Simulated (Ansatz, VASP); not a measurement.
**Two plane-wave programs on TiN**

```
CELL_PARAMETERS angstrom
0.00000 2.06464 2.06464
2.06464 0.00000 2.06464
2.06464 2.06464 0.00000
ATOMIC_POSITIONS crystal
Ti 0.00000 0.00000 0.00000
N 0.50000 0.50000 0.50000
```

Alike in both runs: task single point; functional LDA; k mesh 11 × 11 × 11; occupations fermi-dirac, width 0.1 eV; no spin polarisation.

```csv
,VASP,Ansatz
version,VASP 6.6.1,Ansatz 0.2.0
potentials or method,"VASP PAW LDA potentials, release 64 (Ti_sv, N), cutoff 520 eV","plane waves, PAW"
valence electrons in the cell,17,17
```

Ansatz gave:

```
pressure (GPa) : 10.7
```

Task: Estimate VASP's values.

Result: Pressure (GPa): 11.8.

LDA's correlation is that of Perdew and Zunger in VASP and of Perdew and Wang (1992) in Ansatz.
